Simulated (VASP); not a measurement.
Crystal: PtS2.

```xyz
3
Lattice="3.5432 0.0000 0.0000 -1.7716 3.0685 0.0000 0.0000 0.0000 5.0388" Properties=species:S:1:pos:R:3 pbc="T T T"
Pt    0.0000    0.0000    0.0000
S     1.7716    1.0228    3.8950
S     0.0000    2.0457    1.1438
```

Program: VASP 6.6.1. Alike in all runs: potentials or basis VASP PAW PBE potentials, release 64 (Pt, S); no spin polarisation; cell as given.

Task: Order these runs on this cell by their band gap on the k mesh, lowest first.
A. level PBEsol; k mesh 9 × 9 × 5; cutoff (eV) 520; smearing gaussian 0.01 eV; dipole correction no
B. level HSE06; k mesh 4 × 4 × 4; cutoff (eV) 450; smearing gaussian 0.02 eV; share of exact exchange 0.25; grid for exact exchange (PRECFOCK) Fast; screening parameter 0.2 1/Å
C. level B3LYP; k mesh 5 × 5 × 3; cutoff (eV) 520; smearing fermi-dirac 0.05 eV; share of exact exchange 0.2; grid for exact exchange (PRECFOCK) Normal; dipole correction no
D. level PBEsol; k mesh 5 × 5 × 3; cutoff (eV) 520; smearing fermi-dirac 0.03 eV; dipole correction no

Result: A (0.96 eV), D (1.27 eV), B (1.55 eV), C (2.38 eV).

Caveats: some runs use coarse meshes; spin-orbit coupling is left out, which moves the levels of the heavy elements.

A k mesh can miss the band edges, odd and even meshes differently.
